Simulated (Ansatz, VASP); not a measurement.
**MgO: VASP beside Ansatz**

POSCAR

```
MgO
1.0
    3.4629787849      0.0000000000      0.0000000000
   -1.7314893925      2.9990276847      0.0000000000
    0.0000000000      0.0000000000      4.1499996115
Mg O
2 2
Direct
    0.6666666667      0.3333333333      0.7500000000
    0.3333333333      0.6666666667      0.2500000000
    0.6666666667      0.3333333333      0.2500000000
    0.3333333333      0.6666666667      0.7500000000
```

File INCAR.step1:

```
SYSTEM = MgO
PREC = Accurate ; ENCUT = 750
ISMEAR = 0 ; SIGMA = 0.01
LREAL = .False. ; LASPH = .True.
NELM = 120 ; NBANDS = 24
GGA = PE ; ALGO = Normal
EDIFF = 1E-5 ; LWAVE = .True.
LCHARG = .False. ; GGA_COMPAT = .False.
```

The input INCAR.step2:

```
SYSTEM = MgO
PREC = Accurate ; ENCUT = 750
EDIFF = 1E-6 ; ISMEAR = 0
SIGMA = 0.01 ; LREAL = .False.
LASPH = .True. ; NELM = 120
ALGO = Normal ; ISIF = 2
LWAVE = .False. ; LCHARG = .True.
METAGGA = R2SCAN ; LMIXTAU = .True.
LELF = .True. ; LVHAR = .True.
NBANDS = 24 ; ISTART = 1
GGA_COMPAT = .False.
```

KPOINTS

```
Automatic mesh
0
Gamma
  6 6 6
  0 0 0
```

Input for Ansatz:

```yaml
crystal:
  lattice:
    - [3.462978784900938, 0.0, 0.0]
    - [-1.731489392450469, 2.999027684726419, 0.0]
    - [0.0, 0.0, 4.149999611472508]
  atoms:
    - { symbol: Mg, position: [0.6666666666666666, 0.3333333333333333, 0.75] }
    - { symbol: Mg, position: [0.3333333333333333, 0.6666666666666666, 0.25] }
    - { symbol: O, position: [0.6666666666666666, 0.3333333333333333, 0.25] }
    - { symbol: O, position: [0.3333333333333333, 0.6666666666666666, 0.75] }
basis:
  ecutwfc: 530.0
kpoints:
  mp_grid:
    grid: [6, 6, 6]
hamiltonian:
  xc: r2scan
scf:
  occupations:
    method: fixed
output:
  stress: true
```

Alike in both runs: task single point; functional r2SCAN; k mesh 6 × 6 × 6; no spin polarisation.

|  | VASP | Ansatz |
| --- | --- | --- |
| version | VASP 6.6.1 | Ansatz 0.2.0 |
| potentials or method | VASP PAW PBE potentials, release 64 (Mg_sv, O), cutoff 750 eV | plane waves, PAW |
| occupations | gaussian, width 0.01 eV | fixed |
| valence electrons in the cell | 32 | 32 |

Ansatz gave:

| Item | Value |
| --- | --- |
| pressure (GPa) | 3.0 |
| traceless stress, the component that is largest in VASP (GPa) | 0.46 |

Question: Estimate VASP's values.

Answer: Pressure (GPa): 2.9; traceless stress, the component that is largest in VASP (GPa): 0.39.

VASP's potentials were made for PBE, not for r2SCAN.
